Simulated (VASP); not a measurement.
LiBPt, 3 atoms in the cell. Symmetry: P-6m2, No. 187, hexagonal system. The conventional cell has a = 3.513 Å, b = 3.513 Å, c = 3.927 Å, α = 90.00°, β = 90.00°, γ = 120.00°. Li (site symmetry -6m2) has 6 B at 2.82 Å and 6 Pt at 2.82 Å and 6 Li at 3.51 Å within 3.7 Å. Within 2.7 Å of B (site symmetry -6m2) lie 3 Pt at 2.03 Å. Pt (site symmetry -6m2) has 3 B at 2.03 Å within 2.7 Å. The cell was built from a structure type or drawn by symmetry, and may not be a known phase.

```yaml
Program: VASP 6.6.1
Task: single point
Functional: PBE
Potentials_or_basis: VASP PAW PBE potentials, release 64 (Li_sv, B, Pt)
Cutoff: 520 eV
k_mesh: 18 × 18 × 12
Occupations: gaussian, width 0.1 eV
Spin: no spin polarisation
Dipole_correction: no
Further_INCAR_settings: ALGO = Fast; EDIFF = 1e-06; NBANDS = 15
```

Potentials or basis: VASP PAW PBE potentials, release 64 (Li_sv, B, Pt).

The run is started by

```console
$ cat potpaw_PBE.64/Li_sv/POTCAR potpaw_PBE.64/B/POTCAR potpaw_PBE.64/Pt/POTCAR > POTCAR
$ mpirun -np 1 vasp_std > vasp.out
```

Hardware: 1 thread of Intel Xeon 8259CL (shared host).

How long does it take, and how much memory?

It took 6.9 min on 1 thread of Intel Xeon 8259CL, with other jobs on the host, peak memory 0.27 GiB. Counts: scf iterations 17, k points 259.
